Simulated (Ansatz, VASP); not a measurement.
# SnTe: VASP beside Ansatz

Contents of INCAR:

```
PREC = Accurate ; ENCUT = 520
EDIFF = 1E-6 ; ISMEAR = 0
SIGMA = 0.1 ; LREAL = F
LASPH = T ; NELM = 100
ALGO = Normal ; ISIF = 2
LWAVE = F ; LCHARG = T
GGA = PE ; LELF = T
LVHAR = T ; NBANDS = 17
```

The input KPOINTS:

```
Automatic mesh
0
Gamma
  10 10 10
```

File POSCAR:

```
SnTe
1.0
    3.9672923410      0.0000000000      0.0000000000
    0.0000000000      4.0258628410      0.0000000000
    0.0000000000      0.0000000000      3.9672923410
Sn Te
1 1
Direct
    0.0000000000      0.0000000000      0.0000000000
    0.5000000000      0.5000000000      0.5000000000
```

Input for Ansatz:

```yaml
crystal:
  lattice:
    - [3.967292341, 0.0, 0.0]
    - [0.0, 4.025862841, 0.0]
    - [0.0, 0.0, 3.967292341]
  atoms:
    - { symbol: Sn, position: [0.0, 0.0, 0.0] }
    - { symbol: Te, position: [0.5, 0.5, 0.5] }
basis:
  ecutwfc: 420
kpoints:
  mp_grid: { grid: [10, 10, 10] }
hamiltonian:
  xc: pbe
scf:
  occupations: { method: gaussian, width: 0.1 }
output:
  forces: true
  stress: true
  eigenvalues: true
```

Alike in both runs: task single point; functional PBE; k mesh 10 × 10 × 10; occupations gaussian, width 0.1 eV; no spin polarisation.

```csv
,VASP,Ansatz
version,VASP 6.6.1,Ansatz 0.2.0
potentials or method,"VASP PAW PBE potentials, release 64 (Sn_d, Te), cutoff 520 eV","scalar-relativistic, plane waves, PAW"
valence electrons in the cell,20,30
```

```csv
,VASP,Ansatz,Ansatz less VASP
gap on the k mesh at the Fermi level (eV),none,none,-
pressure (GPa),-2.7,-2.7,+0.04
"traceless stress, the component that is largest in VASP (GPa)",-0.29,-0.29,+0.001
```

A gap of «none» marks a metal or a gap that the smearing closes. With one functional, cell and mesh, what is left measures potentials, basis and numerics. VASP's potentials hold 20 valence electrons a cell and Ansatz's 30, so a difference there can come from the potentials and not from the codes.

Neither program's run includes spin-orbit coupling.
